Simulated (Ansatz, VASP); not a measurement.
**Pt: VASP beside Ansatz**

```xyz
1
Lattice="-0.1985 1.9056 1.9056 1.9056 -0.1985 1.9056 1.9056 1.9056 -0.1985" Properties=species:S:1:pos:R:3 pbc="T T T"
Pt    0.0000    0.0000    0.0000
```

Change from the starting cell: equal engineering shear yz, xz and xy -0.1000, equal normal strain along x, y and z +0.0100.

Alike in both runs: task single point; functional PBE; k mesh 20 × 20 × 20; occupations gaussian, width 0.15 eV; no spin polarisation.

|  | VASP | Ansatz |
| --- | --- | --- |
| version | VASP 6.6.1 | Ansatz 0.2.0 |
| potentials or method | VASP PAW PBE potentials, release 64 (Pt), cutoff 520 eV | scalar-relativistic, plane waves, PAW |
| valence electrons in the cell | 10 | 18 |

VASP gave:

| Quantity | Value |
| --- | --- |
| gap on the k mesh at the Fermi level (eV) | none |
| pressure (GPa) | -0.3 |
| traceless stress, the component that is largest in VASP (GPa) | 6.38 |

Problem. Which values does Ansatz return?

Solution. gap on the k mesh at the Fermi level (eV): none; pressure (GPa): 0.2; traceless stress, the component that is largest in VASP (GPa): 6.44.

A gap of «none» marks a metal or a gap that the smearing closes. VASP's potentials hold 10 valence electrons a cell and Ansatz's 18, so a difference there can come from the potentials and not from the codes.

Spin-orbit coupling is off throughout.
